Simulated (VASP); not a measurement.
BaHfO3, 40 atoms in the cell. The typed cell holds 40 atoms: a = 8.318 Å, b = 8.318 Å, c = 8.318 Å, α = 90.00°, β = 90.00°, γ = 90.00°. 

| Property | Result |
| --- | --- |
| Program | VASP 6.6.1 |
| Task | relaxation of volume and atoms at fixed shape |
| Functional | PBEsol |
| Potentials or basis | VASP PAW PBE potentials, release 64 (Ba_sv, Hf_pv, O) |
| Cutoff | 600 eV |
| k mesh | 1 × 1 × 1, shifted |
| Occupations | fermi-dirac, width 0.05 eV |
| Spin | no spin polarisation |
| Dipole correction | no |
| Further INCAR settings | LREAL = Auto; ALGO = Normal; EDIFF = 1e-07; ISYM = 0; IBRION = 2; EDIFFG = -0.03; NSW = 100; ISIF = 8 |

Potentials or basis: VASP PAW PBE potentials, release 64 (Ba_sv, Hf_pv, O).

Launch:

```console
$ cat potpaw_PBE.64/Ba_sv/POTCAR potpaw_PBE.64/Hf_pv/POTCAR potpaw_PBE.64/O/POTCAR > POTCAR
$ mpirun -np 1 vasp_std > vasp.out
```

Hardware: 1 thread of Intel(R) Xeon(R) 6975P-C (Granite Rapids) (shared host).

Question: How long does it take, and how much memory?

Answer: Wall time 96 min on 1 thread of Intel(R) Xeon(R) 6975P-C (Granite Rapids), on a shared host, peak memory 0.98 GiB. Counts: scf iterations 117, k points 4, ion steps 12.
